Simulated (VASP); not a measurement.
A run of VASP 6.6.1 is set up as follows.

Contents of INCAR:

```
SYSTEM = C
PREC = Accurate
ENCUT = 520
EDIFF = 1E-6
ISMEAR = 0
SIGMA = 0.05
LREAL = .False.
LASPH = .True.
NELM = 100
ALGO = Normal
ISIF = 2
LWAVE = .False.
LCHARG = .True.
GGA = PS
IVDW = 12
LELF = .True.
LVHAR = .True.
NBANDS = 31
ISYM = 0
```

File KPOINTS:

```
regular mesh
0
Gamma
  8 11 3
  0 0 0
```

The input POSCAR:

```
C
1.0
    0.0000000000      1.4191802056     -3.2829684911
   -2.4580922212      0.0000000000      0.0000000000
    1.2290461106      9.5918337802      3.4416875509
C
10
Direct
    0.5730474313      0.0162738787      0.8325477574
    0.7673565976      0.6320063382      0.0640126765
    0.9687793060      0.2280732234      0.2561464467
    0.1702020145      0.8241401085      0.4482802170
    0.3716247229      0.4202069936      0.6404139872
    0.8340661108      0.1640605469      0.1281210937
    0.0354888192      0.7601274320      0.3202548640
    0.2369115276      0.3561943171      0.5123886342
    0.4383342361      0.9522612022      0.7045224044
    0.6397569445      0.5483280873      0.8966561747
```

Potentials or basis: VASP PAW PBE potentials, release 64 (C).

Run with:

```sh
$ cat potpaw_PBE.64/C/POTCAR > POTCAR
$ mpirun -np 1 vasp_std > vasp.out
```

Task: Predict the band gap on the k mesh.

Result: 0.31 eV, direct.

Task: Estimate the dispersion energy per atom.

Result: -0.110 eV.

Task: Predict the largest force.

Result: 4.198 eV/Å.

Task: Predict the pressure.

Result: -7.0 GPa.

Forces in eV/Å, atoms in the order of the input:
```
C   -0.002  1.799 -0.004
C   -0.002 -4.109 -0.859
C   -0.002  0.386  0.120
C   -0.002  0.154 -0.005
C   -0.002  0.230  0.012
C    0.002 -1.799  0.004
C    0.002 -0.230 -0.012
C    0.002 -0.154  0.005
C    0.002 -0.386 -0.120
C    0.002  4.109  0.859
```

Caveat: the PAW data sets were made with another functional, which shifts forces and pressure a little. A k mesh can miss the band edges.
